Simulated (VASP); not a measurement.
# Ge (P6_3/mmc) in VASP: a series of runs, part 2 of 2

VASP 6.6.1. The steps go on from the part before.

### Step 3. Relaxation of cell and atoms, PBEsol+D3(BJ)

File INCAR:

```
SYSTEM = Ge
PREC     = Accurate       ! precision mode
ENCUT    = 600            ! plane-wave cutoff, eV
EDIFF    = 1E-6           ! SCF threshold, eV
ISMEAR   = -1             ! smearing method
SIGMA    = 0.05           ! smearing width, eV
LREAL    = .FALSE.        ! projectors in reciprocal space
LASPH    = .TRUE.         ! aspherical terms in the spheres
NELM     = 60             ! most SCF steps
ALGO     = Normal         ! electronic algorithm
ISIF     = 3              ! what is computed and relaxed
LWAVE    = .FALSE.        ! write WAVECAR
LCHARG   = .FALSE.        ! write CHGCAR
GGA      = PS             ! functional
IVDW     = 12             ! dispersion correction
IBRION   = 2              ! ionic algorithm
NSW      = 60             ! ionic steps
EDIFFG   = -0.01          ! ionic threshold
```

File KPOINTS:

```
Automatic mesh
0
G
  8 8 4
  0 0 0
```

File POSCAR:

```
Ge
1.0
    3.9975858431      0.0000000000      0.0000000000
   -1.9987929216      3.4620108940      0.0000000000
    0.0000000000      0.0000000000      6.5993779500
Ge
4
Direct
    0.3333333333      0.6666666667      0.9370987500
    0.6666666667      0.3333333333      0.4370987500
    0.3333333333      0.6666666667      0.5629012500
    0.6666666667      0.3333333333      0.0629012500
```

Potentials or basis: VASP PAW PBE potentials, release 64 (Ge_d).

On the command line:

```console
> cat potpaw_PBE.64/Ge_d/POTCAR > POTCAR
> mpirun -np 1 vasp_std > vasp.out
```

OUTCAR:

```text
SYSTEM = Ge
   PREC = Accurate
   ENCUT = 600
   EDIFF = 1E-6
   ISMEAR = -1
   LREAL = .FALSE.
   LASPH = .TRUE.
   NELM = 60
   ISIF = 3
   GGA = PS
   IVDW = 12
   IBRION = 2
   NSW = 60
   EDIFFG = -0.01
 IVDW          = 12

 ion  position               nearest neighbor table
   1  0.333  0.667  0.937-   4 2.45   4 2.45   4 2.45   3 2.47
   2  0.667  0.333  0.437-   3 2.45   3 2.45   3 2.45   4 2.47
   3  0.333  0.667  0.563-   2 2.45   2 2.45   2 2.45   1 2.47
   4  0.667  0.333  0.063-   1 2.45   1 2.45   1 2.45   2 2.47

  LATTYP: Found a hexagonal cell.
 ALAT       =     3.9975858431
 C/A-ratio  =     1.6508408347

  Lattice vectors:

 A1 = (   3.9975858431,   0.0000000000,   0.0000000000)
 A2 = (  -1.9987929216,   3.4620108940,   0.0000000000)
 A3 = (   0.0000000000,   0.0000000000,   6.5993779500)

Analysis of symmetry for initial positions (statically):
=====================================================================
 Subroutine PRICEL returns:
 Original cell was already a primitive cell.

 Routine SETGRP: Setting up the symmetry group for a
 hexagonal supercell.

 Subroutine GETGRP returns: Found 24 space group operations
 (whereof 12 operations were pure point group operations)
 out of a pool of 24 trial point group operations.

The static configuration has the point symmetry D_3d.
 The point group associated with its full space group is D_6h.

Analysis of symmetry for dynamics (positions and initial velocities):
=====================================================================
 Subroutine PRICEL returns:
 Original cell was already a primitive cell.

 Routine SETGRP: Setting up the symmetry group for a
 hexagonal supercell.

 Subroutine GETGRP returns: Found 24 space group operations
 (whereof 12 operations were pure point group operations)
 out of a pool of 24 trial point group operations.

The dynamic configuration has the point symmetry D_3d.
 The point group associated with its full space group is D_6h.

 Subroutine INISYM returns: Found 24 space group operations
 (whereof 12 operations are pure point group operations),
 and found     1 'primitive' translations

[... 100 lines left out ...]
   EDIFFG = -.1E-01   stopping-criterion for IOM
   NSW    =     60    number of steps for IOM
   IBRION =      2    ionic relax: 0-MD 1-quasi-New 2-CG
   NFREE  =      1    steps in history (QN), initial steepest desc. (CG)
   ISIF   =      3    stress and relaxation
   ISYM   =      2    0-nonsym 1-usesym 2-fastsym
   POTIM  = 0.5000    time-step for ionic-motion
   TEBEG  =    0.0;   TEEND  =   0.0 temperature during run
   PSTRESS=    0.0 pullay stress
   NELECT =      56.0000    total number of electrons
   NUPDOWN=      -1.0000    fix difference up-down
   EMIN   =  10.00;   EMAX   =-10.00  energy-range for DOS
   EFERMI =   0.00;   METHOD = LEGACY
   ISMEAR =    -1;   SIGMA  =   0.05  broadening in eV -4-tet -1-fermi 0-gaus
   EFERMI_NEDOS =   21; number of points for ismear=-14 and -15
   IALGO  =     38    algorithm
   IMIX   =      4    mixing-type and parameters
     AMIX     =   0.40;   BMIX     =  1.00
     AMIX_MAG =   1.60;   BMIX_MAG =  1.00
  volume/ion in A,a.u.               =      22.83       154.09
  Fermi-wavevector in a.u.,A,eV,Ry     =   1.390789  2.628209 26.317650  1.934293
  Thomas-Fermi vector in A             =   2.514690
   LORBIT       =      0    0 simple, 1 ext, 2 COOP (PROOUT), +10 PAW based schemes
   GGA     = PS    functional components
   LHFCALC =     F    Hartree Fock is set to
   AEXX    =    0.0000 exact exchange contribution
   IVDW    =    12    specifies the selected vdW correction
   LEPSILON=     F    determine dielectric tensor
   LRPA    =     F    only Hartree local field effects (RPA)
 conjugate gradient relaxation of ions
 non-spin polarized calculation
  energy-cutoff  :      600.00
  volume of cell :       91.33
 maximum number of plane-waves:      3070
 NGX is ok and might be reduce to    32
   NGX = 15   NGY = 15   NGZ = 27

--------------------------------------- Ionic step        1  -------------------------------------------

 number of electron      55.9999987 magnetization

 Free energy of the ion-electron system (eV)
  ---------------------------------------------------
  ext. energy  EPLUGINS =         0.00000000
  ---------------------------------------------------
  free energy    TOTEN  =       -19.67775376 eV

  energy without entropy =      -19.67644781  energy(sigma->0) =      -19.67710078

------------------------ aborting loop because EDIFF is reached ----------------------------------------

 Edisp (eV)   -1.08510

 E8    (eV) :    -0.7248
[... 159 lines left out ...]
--------------------------------------- Ionic step        5  -------------------------------------------

 number of electron      56.0000005 magnetization

 Free energy of the ion-electron system (eV)
  ---------------------------------------------------
  ext. energy  EPLUGINS =         0.00000000
  ---------------------------------------------------
  free energy    TOTEN  =       -19.66406053 eV

  energy without entropy =      -19.66285350  energy(sigma->0) =      -19.66345702

 E-fermi :   5.1778     XC(G=0): -10.2170

 val. band max:        5.0247713144   @ k =   0.0000   0.0000   0.0000
 cond. band min:       5.2312461249   @ k =   0.0000   0.0000   0.2500
 fundamental gap:      0.2064748105
 Fermi energy:         5.1778486208

 k-point     1 :       0.0000    0.0000    0.0000
  band No.  band energies     occupation
      1     -19.7793      2.00000
      2     -19.7793      2.00000
      3     -19.7398      2.00000
      4     -19.7376      2.00000
      5     -19.7376      2.00000
      6     -19.7253      2.00000
[... 853 lines left out ...]
     32       7.6198      0.00000
     33      11.1350      0.00000

 [... further k-points ...]

------------------------ aborting loop because EDIFF is reached ----------------------------------------

 Edisp (eV)   -1.11497

 E8    (eV) :    -0.7447
[... 27 lines left out ...]
  FREE ENERGIE OF THE ION-ELECTRON SYSTEM (eV)
  ---------------------------------------------------
  free  energy   TOTEN  =       -20.7790275393 eV

  energy  without entropy=      -20.7778205089  energy(sigma->0) =      -20.77842402

 reached required accuracy - stopping structural energy minimisation
```

OSZICAR:

```text
N       E                     dE             d eps       ncg     rms          rms(c)
DAV:   1     0.517711907406E+03    0.51771E+03   -0.31179E+04  2236   0.507E+03
DAV:   2     0.692770360645E+02   -0.44843E+03   -0.44153E+03  1980   0.913E+02
DAV:   3    -0.151586262661E+02   -0.84436E+02   -0.83739E+02  2266   0.229E+02
DAV:   4    -0.198731967668E+02   -0.47146E+01   -0.47034E+01  2245   0.636E+01
[... 36 lines left out ...]
DAV:   1    -0.196641196650E+02    0.92043E-04   -0.44064E-03  2656   0.519E-01    0.461E-02
DAV:   2    -0.196640804078E+02    0.39257E-04   -0.12887E-04  2398   0.206E-01    0.277E-02
DAV:   3    -0.196640588843E+02    0.21524E-04   -0.60191E-05  2659   0.109E-01    0.385E-03
DAV:   4    -0.196640605242E+02   -0.16400E-05   -0.21332E-05  2049   0.626E-02    0.264E-03
DAV:   5    -0.196640605328E+02   -0.85820E-08   -0.57915E-07  1030   0.884E-03
   5 F= -.20779028E+02 E0= -.20778424E+02  d E =-.259468E-04
```

CONTCAR:

```text
Ge
   1.00000000000000
     3.9626617421692547    0.0000000000005037    0.0000000000000000
    -1.9813308711337543    3.4317657353876534    0.0000000000000000
     0.0000000000000000    0.0000000000000000    6.5292721834856140
  Ge
     4
Direct
     0.3333333332999970    0.6666666667000030    0.9371555361294999
     0.6666666667000030    0.3333333332999970    0.4371555361294998
     0.3333333332999970    0.6666666667000030    0.5628444638705001
     0.6666666667000030    0.3333333332999970    0.0628444638705001

  0.00000000E+00  0.00000000E+00  0.00000000E+00
  0.00000000E+00  0.00000000E+00  0.00000000E+00
  0.00000000E+00  0.00000000E+00  0.00000000E+00
  0.00000000E+00  0.00000000E+00  0.00000000E+00
```

It took 3.3 min on 1 thread of Intel Xeon 6975P-C (Granite Rapids), shared host; peak memory 0.27 GiB.

Results:

```
Free energy                            : -20.7790 eV
Relaxed volume                         : 22.20 Å³/atom
Relaxed cell                           : a = 3.963 Å, b = 3.963 Å, c = 6.529 Å, α = 90.00°, β = 90.00°, γ = 120.00°
Space group after relaxing (to 0.05 Å) : P6_3/mmc (No. 194)
Energy gained by relaxing              : 4.0 meV/atom
Ionic steps                            : 5
Pressure after relaxing                : 0.0 GPa
Band gap on the k mesh                 : zero (filled and empty bands overlap)
Dispersion energy per atom             : -0.279 eV
```

Forces in eV/Å, atoms in the order of the input:
```
Ge   0.000  0.000  0.003
Ge   0.000  0.000  0.003
Ge   0.000  0.000 -0.003
Ge   0.000  0.000 -0.003
```

Step by step:
| step | energy change (eV) | largest force (eV/Å) | pressure (GPa) | volume (Å³) |
| --- | --- | --- | --- | --- |
| 1 | 0.0000 | 0.0024 | -1.93 | 91.33 |
| 2 | -0.0138 | 0.0146 | 0.82 | 87.75 |
| 3 | -0.0162 | 0.0101 | 0.07 | 88.73 |
| 4 | -0.0162 | 0.0098 | -0.13 | 88.81 |
| 5 | -0.0162 | 0.0028 | -0.03 | 88.79 |

Final structure:
```cif
data_structure
_symmetry_space_group_name_H-M 'P 1'
_symmetry_Int_Tables_number 1
_cell_length_a 3.9627
_cell_length_b 3.9627
_cell_length_c 6.5293
_cell_angle_alpha 90.000
_cell_angle_beta 90.000
_cell_angle_gamma 120.000
_cell_volume 88.79
loop_
_atom_site_label
_atom_site_type_symbol
_atom_site_fract_x
_atom_site_fract_y
_atom_site_fract_z
_atom_site_occupancy
Ge1 Ge 0.33333 0.66667 0.93716 1
Ge2 Ge 0.66667 0.33333 0.43716 1
Ge3 Ge 0.33333 0.66667 0.56284 1
Ge4 Ge 0.66667 0.33333 0.06284 1
```

Caveat: the PAW data sets were made with another functional, which shifts forces and pressure a little; pairwise dispersion overbinds metals, which lowers pressure and volume.
